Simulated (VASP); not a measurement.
# MgSi2N2 (I4/mmm) in VASP: notebook

Runs on MgSi2N2. Level: PBE. Tasks: single point, relaxation of cell and atoms.

Everything below comes from runs of VASP 6.6.1. Logs are shortened: lines on timing, memory, paths and dates and some standing lists are left out, and cuts for length are marked.

**1. The cell of the first run**

It takes space group I4/mmm (No. 139, tetragonal). The conventional cell has a = 3.841 Å, b = 3.841 Å, c = 8.966 Å, α = 90.00°, β = 90.00°, γ = 90.00°. Within 3.0 Å of Mg (site symmetry 4/mmm) lie 2 N at 2.20 Å and 8 Si at 2.95 Å. Within 2.5 Å of Si (site symmetry -4m2) lie 4 N at 1.92 Å. N (site symmetry 4mm) has 4 Si at 1.92 Å and 1 Mg at 2.20 Å within 2.5 Å.

The cell was generated, and may not be a known phase.

**2. Single point, PBE**

Input file INCAR:

```
PREC     = Accurate       # precision mode
ENCUT    = 520            # plane-wave cutoff, eV
EDIFF    = 1E-6           # SCF threshold, eV
ISMEAR   = 0              # smearing method
SIGMA    = 0.1            # smearing width, eV
LREAL    = False          # projectors in reciprocal space
LASPH    = True           # aspherical terms in the spheres
NELM     = 60             # most SCF steps
ALGO     = Normal         # electronic algorithm
ISIF     = 2              # what is computed and relaxed
LWAVE    = False          # write WAVECAR
LCHARG   = False          # write CHGCAR
GGA      = PE             # functional
NBANDS   = 18             # bands
```

Input file KPOINTS:

```
Automatic mesh
0
Gamma
  14 14 14
```

Input file POSCAR:

```
MgSi2N2
1.0
   -1.9205705324      1.9205705324      4.4830936550
    1.9205705324     -1.9205705324      4.4830936550
    1.9205705324      1.9205705324     -4.4830936550
Mg Si N
1 2 2
Direct
    0.0000000000      0.0000000000      0.0000000000
    0.7500000000      0.2500000000      0.5000000000
    0.2500000000      0.7500000000      0.5000000000
    0.2448697201      0.2448697201      0.0000000000
    0.7551302799      0.7551302799      0.0000000000
```

Potentials or basis: VASP PAW PBE potentials, release 64 (Mg, Si, N).

Launch:

```sh
$ cat potpaw_PBE.64/Mg/POTCAR potpaw_PBE.64/Si/POTCAR potpaw_PBE.64/N/POTCAR > POTCAR
$ mpirun -np 1 vasp_std > vasp.out
```

OUTCAR:

```text
PREC = Accurate
   ENCUT = 520
   EDIFF = 1E-6
   ISMEAR = 0
   LREAL = False
   LASPH = True
   NELM = 60
   ISIF = 2
   GGA = PE

 ion  position               nearest neighbor table
   1  0.000  0.000  0.000-   4 2.20   5 2.20   2 2.95   3 2.95   2 2.95   3 2.95   2 2.95   3 2.95
                             2 2.95   3 2.95
   2  0.750  0.250  0.500-   5 1.92   4 1.92   5 1.92   4 1.92   3 2.72   3 2.72   3 2.72   3 2.72
                             1 2.95   1 2.95   1 2.95   1 2.95
   3  0.250  0.750  0.500-   5 1.92   4 1.92   5 1.92   4 1.92   2 2.72   2 2.72   2 2.72   2 2.72
                             1 2.95   1 2.95   1 2.95   1 2.95
   4  0.245  0.245  0.000-   2 1.92   3 1.92   2 1.92   3 1.92   1 2.20
   5  0.755  0.755  0.000-   2 1.92   3 1.92   2 1.92   3 1.92   1 2.20

  LATTYP: Found a body centered tetragonal cell.
 ALAT       =     3.8411410648
 C/A-ratio  =     2.3342509839

  Lattice vectors:

 A1 = (  -1.9205705324,   1.9205705324,   4.4830936550)
 A2 = (   1.9205705324,  -1.9205705324,   4.4830936550)
 A3 = (   1.9205705324,   1.9205705324,  -4.4830936550)

Analysis of symmetry for initial positions (statically):
=====================================================================
 Subroutine PRICEL returns:
 Original cell was already a primitive cell.

 Routine SETGRP: Setting up the symmetry group for a
 body centered tetragonal supercell.

 Subroutine GETGRP returns: Found 16 space group operations
 (whereof 16 operations were pure point group operations)
 out of a pool of 16 trial point group operations.

The static configuration has the point symmetry D_4h.

Analysis of symmetry for dynamics (positions and initial velocities):
=====================================================================
 Subroutine PRICEL returns:
 Original cell was already a primitive cell.

 Routine SETGRP: Setting up the symmetry group for a
 body centered tetragonal supercell.

 Subroutine GETGRP returns: Found 16 space group operations
 (whereof 16 operations were pure point group operations)
 out of a pool of 16 trial point group operations.

The dynamic configuration has the point symmetry D_4h.

 Subroutine INISYM returns: Found 16 space group operations
 (whereof 16 operations are pure point group operations),
 and found     1 'primitive' translations

----------------------------------------------------------------------------------------

                                     Primitive cell

  volume of cell :      66.1452

  direct lattice vectors                    reciprocal lattice vectors
    -1.920570532  1.920570532  4.483093655     0.000000000  0.260339306  0.111530126
     1.920570532 -1.920570532  4.483093655     0.260339306  0.000000000  0.111530126
     1.920570532  1.920570532 -4.483093655     0.260339306  0.260339306  0.000000000

  length of vectors
     5.241689714  5.241689714  5.241689714     0.283223451  0.283223451  0.368175378

  position of ions in fractional coordinates (direct lattice)
     0.000000000  0.000000000  0.000000000
     0.750000000  0.250000000  0.500000000
     0.250000000  0.750000000  0.500000000
     0.244869720  0.244869720  0.000000000
     0.755130280  0.755130280  0.000000000

  ion indices of the primitive-cell ions
   primitive index   ion index
                 1           1
                 2           2
                 3           3
                 4           4
                 5           5

----------------------------------------------------------------------------------------

 KPOINTS: Automatic mesh

Automatic generation of k-mesh.
 Grid dimensions read from file:
 generate k-points for:   14   14   14

 Generating k-lattice:

  Cartesian coordinates                     Fractional coordinates (reciprocal lattice)
     0.000000000  0.018595665  0.007966438     0.071428571 -0.000000000  0.000000000
     0.018595665  0.000000000  0.007966438    -0.000000000  0.071428571  0.000000000
     0.018595665  0.018595665  0.000000000     0.000000000  0.000000000  0.071428571

  Length of vectors
     0.020230247  0.020230247  0.026298241

  Shift w.r.t. Gamma in fractional coordinates (k-lattice)
     0.000000000  0.000000000  0.000000000

 Subroutine IBZKPT returns following result:
 ===========================================

 Found    244 irreducible k-points:

 Following reciprocal coordinates:
            Coordinates               Weight
  0.000000  0.000000  0.000000      1.000000
  0.071429 -0.000000  0.000000      8.000000
  0.142857  0.000000 -0.000000      8.000000
  0.214286  0.000000 -0.000000      8.000000
  0.285714  0.000000 -0.000000      8.000000
  0.357143  0.000000 -0.000000      8.000000
[... 16 lines left out ...]
  0.214286  0.142857  0.000000     16.000000
  0.285714  0.142857 -0.000000     16.000000
 [... further k-points ...]
   k-points           NKPTS =    244   k-points in BZ     NKDIM =    244   number of bands    NBANDS=     18
   number of dos      NEDOS =    301   number of ions     NIONS =      5
   total plane-waves  NPLWV =  64000
   dimension x,y,z NGX =    40 NGY =   40 NGZ =   40
   dimension x,y,z NGXF=    80 NGYF=   80 NGZF=   80
   ions per type =               1   2   2
   NGX,Y,Z   is equivalent  to a cutoff of  12.69, 12.69, 12.69 a.u.
   NGXF,Y,Z  is equivalent  to a cutoff of  25.37, 25.37, 25.37 a.u.
 SYSTEM =  unknown system
   PREC   = accura    normal or accurate (medium, high low for compatibility)
   ISTART =      0    job   : 0-new  1-cont  2-samecut
   ICHARG =      2    charge: 1-file 2-atom 10-const
   ISPIN  =      1    spin polarized calculation?
   LNONCOLLINEAR =      F non collinear calculations
   LSORBIT =      F    spin-orbit coupling
   LASPH  =      T    aspherical Exc in radial PAW
   ENCUT  =  520.0 eV  38.22 Ry    6.18 a.u.   9.75  9.75  9.75*2*pi/ulx,y,z
   NELM   =     60;   NELMIN=  2; NELMDL= -5     # of ELM steps
   EDIFF  = 0.1E-05   stopping-criterion for ELM
   LREAL  =      F    real-space projection
   EDIFFG = 0.1E-04   stopping-criterion for IOM
   NSW    =      0    number of steps for IOM
   IBRION =     -1    ionic relax: 0-MD 1-quasi-New 2-CG
   NFREE  =      0    steps in history (QN), initial steepest desc. (CG)
   ISIF   =      2    stress and relaxation
   ISYM   =      2    0-nonsym 1-usesym 2-fastsym
   POTIM  = 0.5000    time-step for ionic-motion
   TEBEG  =    0.0;   TEEND  =   0.0 temperature during run
   PSTRESS=    0.0 pullay stress
   NELECT =      20.0000    total number of electrons
   NUPDOWN=      -1.0000    fix difference up-down
   EMIN   =  10.00;   EMAX   =-10.00  energy-range for DOS
   EFERMI =   0.00;   METHOD = LEGACY
   ISMEAR =     0;   SIGMA  =   0.10  broadening in eV -4-tet -1-fermi 0-gaus
   EFERMI_NEDOS =   21; number of points for ismear=-14 and -15
   IALGO  =     38    algorithm
   IMIX   =      4    mixing-type and parameters
     AMIX     =   0.40;   BMIX     =  1.00
     AMIX_MAG =   1.60;   BMIX_MAG =  1.00
  volume/ion in A,a.u.               =      13.23        89.27
  Fermi-wavevector in a.u.,A,eV,Ry     =   1.098800  2.076431 16.427155  1.207362
  Thomas-Fermi vector in A             =   2.235184
   LORBIT       =      0    0 simple, 1 ext, 2 COOP (PROOUT), +10 PAW based schemes
   GGA     = PE    functional components
   LHFCALC =     F    Hartree Fock is set to
   AEXX    =    0.0000 exact exchange contribution
   IVDW    =     0    specifies the selected vdW correction
   LEPSILON=     F    determine dielectric tensor
   LRPA    =     F    only Hartree local field effects (RPA)
 non-spin polarized calculation
 Gauss-broadening in eV      SIGMA  =   0.10
  energy-cutoff  :      520.00
  volume of cell :       66.15
 maximum number of plane-waves:      1804
   NGX = 19   NGY = 19   NGZ = 19

 number of electron      19.9999999 magnetization

 Free energy of the ion-electron system (eV)
  ---------------------------------------------------
  ext. energy  EPLUGINS =         0.00000000
  ---------------------------------------------------
  free energy    TOTEN  =       -27.98503720 eV

  energy without entropy =      -27.97834506  energy(sigma->0) =      -27.98169113

 E-fermi :   6.5959     XC(G=0): -10.1796

 val. band max:        6.5806735437   @ k =  -0.2857   0.5000   0.1429
 cond. band min:       6.6069031962   @ k =  -0.2857   0.5000   0.2143
 fundamental gap:      0.0262296525
 Fermi energy:         6.5958807469

 k-point     1 :       0.0000    0.0000    0.0000
  band No.  band energies     occupation
      1     -12.7988      2.00000
      2      -8.7712      2.00000
      3      -2.8804      2.00000
      4      -2.8804      2.00000
      5      -0.5565      2.00000
      6       1.8953      2.00000
[... 10 lines left out ...]
     17      17.2426      0.00000
     18      17.2426      0.00000

 k-point     2 :       0.0714   -0.0000    0.0000
  band No.  band energies     occupation
      1     -12.7605      2.00000
      2      -8.8392      2.00000
      3      -2.8875      2.00000
      4      -2.8422      2.00000
      5      -0.5350      2.00000
      6       1.6344      2.00000
[... 10 lines left out ...]
     17      16.8955      0.00000
     18      17.1770      0.00000

 k-point     3 :       0.1429    0.0000   -0.0000
  band No.  band energies     occupation
      1     -12.6467      2.00000
      2      -9.0368      2.00000
      3      -2.8883      2.00000
      4      -2.7279      2.00000
      5      -0.4694      2.00000
      6       1.1038      2.00000
[... 10 lines left out ...]
     17      15.9775      0.00000
     18      16.9960      0.00000

 k-point     4 :       0.2143    0.0000   -0.0000
  band No.  band energies     occupation
      1     -12.4594      2.00000
      2      -9.3453      2.00000
      3      -2.8409      2.00000
      4      -2.5386      2.00000
      5      -0.3583      2.00000
      6       0.5034      2.00000
[... 375 lines left out ...]
      4      -1.9331      2.00000
      5      -0.5017      2.00000
      6      -0.0351      2.00000
[... 10 lines left out ...]
     17      15.1411      0.00000
     18      15.6230      0.00000

 k-point    23 :       0.2143    0.1429    0.0000
  band No.  band energies     occupation
      1     -12.3074      2.00000
      2      -9.4658      2.00000
      3      -3.7469      2.00000
      4      -1.5132      2.00000
      5      -0.7877      2.00000
      6      -0.3403      2.00000
[... 10 lines left out ...]
     17      14.4586      0.00000
     18      15.2920      0.00000

 k-point    24 :       0.2857    0.1429   -0.0000
  band No.  band energies     occupation
      1     -12.0556      2.00000
      2      -9.7868      2.00000
      3      -3.8023      2.00000
      4      -1.4434      2.00000
      5      -1.0970      2.00000
      6      -0.1748      2.00000
[... 10 lines left out ...]
     17      14.9296      0.00000
     18      15.1117      0.00000

 [... further k-points ...]

------------------------ aborting loop because EDIFF is reached ----------------------------------------

  FORCE on cell =-STRESS in cart. coord.  units (eV):
  Direction    XX          YY          ZZ          XY          YZ          ZX
  --------------------------------------------------------------------------------------
  -------------------------------------------------------------------------------------
  Total       -0.0248725     -0.0248725     -0.1214094      0.0000000     -0.0000000      0.0000000
  in kB       -0.6024649     -0.6024649     -2.9407941      0.0000000     -0.0000000      0.0000000
  external PRESSURE =      -1.3819079 kB  Pullay stress =       0.0000000 kB

 VOLUME and BASIS-vectors are now :
 -----------------------------------------------------------------------------
  energy-cutoff  :      520.00
  volume of cell :       66.15
      direct lattice vectors                 reciprocal lattice vectors
    -1.920570532  1.920570532  4.483093655     0.000000000  0.260339306  0.111530126
     1.920570532 -1.920570532  4.483093655     0.260339306  0.000000000  0.111530126
     1.920570532  1.920570532 -4.483093655     0.260339306  0.260339306  0.000000000

 POSITION                                       TOTAL-FORCE (eV/Angst)
 -----------------------------------------------------------------------------------
      0.00000      0.00000      0.00000        -0.000000     -0.000000     -0.000000
      0.00000      1.92057      2.24155        -0.000000     -0.000000     -0.000000
      1.92057      0.00000      2.24155        -0.000000     -0.000000     -0.000000
      0.00000      0.00000      2.19555         0.000000      0.000000     -0.009845
      0.00000      0.00000      6.77064        -0.000000     -0.000000      0.009845
 -----------------------------------------------------------------------------------
    total drift:                               -0.000000     -0.000000      0.000000

  FREE ENERGIE OF THE ION-ELECTRON SYSTEM (eV)
  ---------------------------------------------------
  free  energy   TOTEN  =       -27.9850372014 eV

  energy  without entropy=      -27.9783450638  energy(sigma->0) =      -27.98169113
```

It took 12 min on 1 thread of Intel Xeon 8259CL, shared host; peak memory 0.46 GiB.

What came out:

```yaml
Free_energy: -27.9850 eV
Pressure: -0.1 GPa
Largest_force: 0.010 eV/Å
Band_gap_on_the_k_mesh: zero (bands 10 and 11 overlap by 1.45 eV)
```

Forces on the atoms (eV/Å):
```
Mg   0.000  0.000  0.000
Si   0.000  0.000  0.000
Si   0.000  0.000  0.000
N    0.000  0.000 -0.010
N    0.000  0.000  0.010
```

**3. Single point, PBE**

Input file INCAR:

```
SYSTEM = MgSi2N2
PREC     = Accurate       ! precision mode
ENCUT    = 520            ! plane-wave cutoff, eV
EDIFF    = 1E-6           ! SCF threshold, eV
ISMEAR   = 0              ! smearing method
SIGMA    = 0.1            ! smearing width, eV
LREAL    = .FALSE.        ! projectors in reciprocal space
LASPH    = .TRUE.         ! aspherical terms in the spheres
NELM     = 80             ! most SCF steps
ALGO     = Normal         ! electronic algorithm
ISIF     = 2              ! what is computed and relaxed
LWAVE    = .FALSE.        ! write WAVECAR
LCHARG   = .FALSE.        ! write CHGCAR
GGA      = PE             ! functional
NBANDS   = 18             ! bands
```

Input file KPOINTS:

```
Automatic mesh
0
G
  14 14 14
  0 0 0
```

POSCAR is that of step 2.

Potentials or basis: VASP PAW PBE potentials, release 64 (Mg, Si, N).

Launch:

```sh
$ cat potpaw_PBE.64/Mg/POTCAR potpaw_PBE.64/Si/POTCAR potpaw_PBE.64/N/POTCAR > POTCAR
$ mpirun -np 1 vasp_std > vasp.out
```

Wall time 9.9 min (1 thread of Intel Xeon 8259CL, shared host); peak memory 0.45 GiB.

Results (log left out):

* Free energy: -27.9850 eV
* Pressure: -0.1 GPa
* Largest force: 0.010 eV/Å
* Band gap on the k mesh: zero (bands 10 and 11 overlap by 1.45 eV)

Forces in eV/Å, atoms in the order of the input:
```
Mg   0.000  0.000  0.000
Si   0.000  0.000  0.000
Si   0.000  0.000  0.000
N    0.000  0.000 -0.010
N    0.000  0.000  0.010
```

Stress tensor (GPa, compression positive):
```
-0.06  0.00  0.00
 0.00 -0.06  0.00
 0.00  0.00 -0.29
```

Levels at points of the mesh, in eV from the Fermi level:
| k point | band 8 | band 9 | band 10 | band 11 | band 12 | band 13 |
| --- | --- | --- | --- | --- | --- | --- |
| (0.00, 0.00, 0.00) | -3.78 | -3.63 | -3.19 | 1.21 | 2.27 | 3.47 |
| (0.50, 0.00, 0.00) | -5.64 | -0.21 | -0.12 | 1.60 | 1.83 | 3.85 |
| (0.50, 0.50, 0.00) | -3.79 | -2.29 | -0.50 | 0.92 | 2.63 | 3.68 |
| (0.50, 0.50, 0.50) | -3.96 | -3.18 | -1.00 | 0.63 | 2.88 | 5.07 |

**4. Relaxation of cell and atoms, PBE**

This run uses another cell than the first one, of 13.27 Å³/atom.

Input file INCAR:

```
ALGO     = Normal         # electronic algorithm
EDIFF    = 1E-6           # SCF threshold, eV
EDIFFG   = -0.01          # ionic threshold
ENCUT    = 600            # plane-wave cutoff, eV
GGA      = PE             # functional
IBRION   = 2              # ionic algorithm
ISIF     = 3              # what is computed and relaxed
ISMEAR   = 0              # smearing method
LASPH    = T              # aspherical terms in the spheres
LCHARG   = F              # write CHGCAR
LREAL    = F              # projectors in reciprocal space
LWAVE    = F              # write WAVECAR
NELM     = 100            # most SCF steps
NSW      = 100            # ionic steps
PREC     = Accurate       # precision mode
SIGMA    = 0.1            # smearing width, eV
```

Input file KPOINTS:

```
k-points
0
Gamma
  14 14 14
```

Input file POSCAR:

```
MgSi2N2
1.0
   -1.9180900228      1.9180900228      4.5069946868
    1.9180900228     -1.9180900228      4.5069946868
    1.9180900228      1.9180900228     -4.5069946868
Mg Si N
1 2 2
Direct
    0.0000000000      0.0000000000      0.0000000000
    0.7500000000      0.2500000000      0.5000000000
    0.2500000000      0.7500000000      0.5000000000
    0.2454427245      0.2454427245      0.0000000000
    0.7545572755      0.7545572755      0.0000000000
```

Launch:

```sh
$ cat potpaw_PBE.64/Mg/POTCAR potpaw_PBE.64/Si/POTCAR potpaw_PBE.64/N/POTCAR > POTCAR
$ mpirun -np 1 vasp_std > vasp.out
```

Run time: 22 min. Hardware: 1 thread of Intel Xeon 8259CL, shared host; peak memory 0.51 GiB.

The run converged. Its results:

* Free energy: -27.9890 eV
* Relaxed volume: 13.19 Å³/atom
* Relaxed cell: a = 5.230 Å, b = 5.230 Å, c = 5.230 Å, α = 136.91°, β = 136.91°, γ = 62.58°
* Space group after relaxing (to 0.1 Å): I4/mmm (No. 139)
* Energy gained by relaxing: 0.4 meV/atom
* Ionic steps: 7
* Pressure after relaxing: 0.0 GPa
* Largest force after relaxing: 0.009 eV/Å
* Band gap on the k mesh: zero (bands 10 and 11 overlap by 1.47 eV)

Forces on the atoms (eV/Å):
```
Mg   0.000  0.000  0.000
Si   0.000  0.000  0.000
Si   0.000  0.000  0.000
N    0.000  0.000  0.009
N    0.000  0.000 -0.009
```

Step by step:
```csv
step,energy change (eV),largest force (eV/Å),pressure (GPa),volume (Å³)
1,0.0000,0.0644,-0.28,66.33
2,-0.0012,0.0292,-0.01,66.11
3,-0.0016,0.0002,0.20,65.93
4,-0.0017,0.0084,0.23,65.89
5,-0.0018,0.0124,-0.15,66.03
6,-0.0019,0.0113,-0.05,65.99
7,-0.0019,0.0085,-0.04,65.96
```

Final structure:
```yaml
crystal:
  lattice:
    - [-1.92082, 1.92082, 4.46944]
    - [1.92082, -1.92082, 4.46944]
    - [1.92082, 1.92082, -4.46944]
  atoms:
    - { symbol: Mg, position: [0.00000, 0.00000, 0.00000] }
    - { symbol: Si, position: [0.75000, 0.25000, 0.50000] }
    - { symbol: Si, position: [0.25000, 0.75000, 0.50000] }
    - { symbol: N, position: [0.24477, 0.24477, 0.00000] }
    - { symbol: N, position: [0.75523, 0.75523, 0.00000] }
```

Levels at points of the mesh, in eV from the Fermi level:
```csv
k point,band 6,band 7,band 8,band 9,band 10,band 11,band 12,band 13,band 14
"(0.00, 0.00, 0.00)",-4.70,-4.70,-3.78,-3.63,-3.19,1.20,2.29,3.46,3.46
"(0.50, 0.00, 0.00)",-7.68,-5.97,-5.64,-0.21,-0.12,1.60,1.84,3.87,4.69
"(0.50, 0.50, 0.00)",-4.67,-3.86,-3.79,-2.29,-0.49,0.92,2.64,3.70,4.71
"(0.50, 0.50, 0.50)",-4.69,-4.69,-3.97,-3.18,-0.99,0.65,2.89,5.07,5.53
```

The gap in the log of VASP goes by the Fermi energy; the results here count the filled bands.